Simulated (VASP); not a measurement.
Ti, 1 atom in the cell. The structure is cubic, space group Im-3m (No. 229). The conventional cell has a = 3.210 Å, b = 3.210 Å, c = 3.210 Å, α = 90.00°, β = 90.00°, γ = 90.00°. Ti (site symmetry m-3m) has 14 Ti at 2.78 to 3.21 Å within 3.7 Å. 

- Program: VASP 6.6.1
- Task: single point
- Functional: PBEsol
- Potentials or basis: VASP PAW PBE potentials, release 64 (Ti_sv)
- Cutoff: 520 eV
- k mesh: 22 × 22 × 22
- Occupations: gaussian, width 0.15 eV
- Spin: no spin polarisation
- Dipole correction: no
- Further INCAR settings: ALGO = Fast; EDIFF = 1e-06; NBANDS = 12

Potentials or basis: VASP PAW PBE potentials, release 64 (Ti_sv).

The run is started by

```sh
$ cat potpaw_PBE.64/Ti_sv/POTCAR > POTCAR
$ mpirun -np 1 vasp_std > vasp.out
```

Hardware: 1 thread of Intel Xeon 8259CL, on a shared host.

How long does it take, and how much memory?

Run time: 2.7 min on 1 thread of Intel Xeon 8259CL (shared host), peak memory 0.19 GiB. Counts: scf iterations 21, k points 328.
